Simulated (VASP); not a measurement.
Input of a VASP 6.6.1 run:

INCAR

```
SYSTEM = ZnO
ALGO = Normal
EDIFF = 1E-6
ENCUT = 520
GGA = PE
ISIF = 2
ISMEAR = 0
LASPH = .TRUE.
LCHARG = .FALSE.
LREAL = .FALSE.
LWAVE = .FALSE.
NBANDS = 26
NELM = 60
PREC = Accurate
SIGMA = 0.1
```

KPOINTS

```
k-points
0
G
  8 8 8
  0 0 0
```

The input POSCAR:

```
ZnO
1.0
   -1.4588302100      1.4588302100      5.0535359200
    1.4588302100     -1.4588302100      5.0535359200
    1.4588302100      1.4588302100     -5.0535359200
Zn O
2 2
Direct
    0.8333333400      0.8333333400      0.0000000000
    0.5833333400      0.0833333400      0.5000000000
    0.6666666600      0.6666666600      0.0000000000
    0.4166666600      0.9166666600      0.5000000000
```

Potentials or basis: VASP PAW PBE potentials, release 64 (Zn, O).

The run is started by

```bash
$ cat potpaw_PBE.64/Zn/POTCAR potpaw_PBE.64/O/POTCAR > POTCAR
$ mpirun -np 1 vasp_std > vasp.out
```

Task: Estimate the largest force.

Result: 0.038 eV/Å.

Task: Predict the band gap on the k mesh.

Result: 0.74 eV.

Task: Estimate the pressure.

Result: 79.8 GPa.

Stress tensor (GPa, compression positive):
```
 62.79   0.00   0.00
  0.00  62.79   0.00
  0.00   0.00 113.97
```

Caveat: the cell stands under pressure. A k mesh can miss the band edges.
